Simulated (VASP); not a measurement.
Write the native input for VASP 6.6.1 that does the following.

```
Task                   : single point
Functional             : PBE
Potentials or basis    : VASP PAW PBE potentials, release 64 (Zn, P, Si)
Cutoff                 : 500 eV
k mesh                 : 7 × 7 × 7
Occupations            : fermi-dirac, width 0.05 eV
Spin                   : no spin polarisation
Dipole correction      : no
Further INCAR settings : ALGO = Normal; EDIFF = 1e-06; NBANDS = 36
```

The structure of ZnSiP2 lies in POSCAR:

```
ZnSiP2
1.0
   -2.7089155529      2.7089155529      5.2688113371
    2.7089155529     -2.7089155529      5.2688113371
    2.7089155529      2.7089155529     -5.2688113371
Zn P Si
2 4 2
Direct
    0.7500000000      0.2500000000      0.5000000000
    0.0000000000      0.0000000000      0.0000000000
    0.1422489026      0.6250000000      0.0172489026
    0.6077510974      0.1250000000      0.9827510974
    0.8750000000      0.8577510974      0.4827510974
    0.3750000000      0.3922489026      0.5172489026
    0.2500000000      0.7500000000      0.5000000000
    0.5000000000      0.5000000000      0.0000000000
```

The input as run:

INCAR

```
SYSTEM = ZnSiP2
PREC     = Accurate       ! precision mode
ENCUT    = 500            ! plane-wave cutoff, eV
EDIFF    = 1E-6           ! SCF threshold, eV
ISMEAR   = -1             ! smearing method
SIGMA    = 0.05           ! smearing width, eV
LREAL    = .False.        ! projectors in reciprocal space
LASPH    = .True.         ! aspherical terms in the spheres
NELM     = 120            ! most SCF steps
ALGO     = Normal         ! electronic algorithm
ISIF     = 2              ! what is computed and relaxed
LWAVE    = .False.        ! write WAVECAR
LCHARG   = .False.        ! write CHGCAR
GGA      = PE             ! functional
NBANDS   = 36             ! bands
GGA_COMPAT= .False.
```

KPOINTS

```
Automatic mesh
0
Gamma
  7 7 7
  0 0 0
```

Potentials or basis: VASP PAW PBE potentials, release 64 (Zn, P, Si).

The run is started by

```console
$ cat potpaw_PBE.64/Zn/POTCAR potpaw_PBE.64/P/POTCAR potpaw_PBE.64/Si/POTCAR > POTCAR
$ mpirun -np 1 vasp_std > vasp.out
```

It gave:

```yaml
Pressure: 0.0 GPa
Largest_force: 0.032 eV/Å
Band_gap_on_the_k_mesh: 1.36 eV, direct
```

It took 3.3 min on 1 thread of Intel(R) Xeon(R) Platinum 8259CL CPU @ 2.50GHz (Skylake/Cascade Lake) (shared host), peak memory 0.42 GiB.
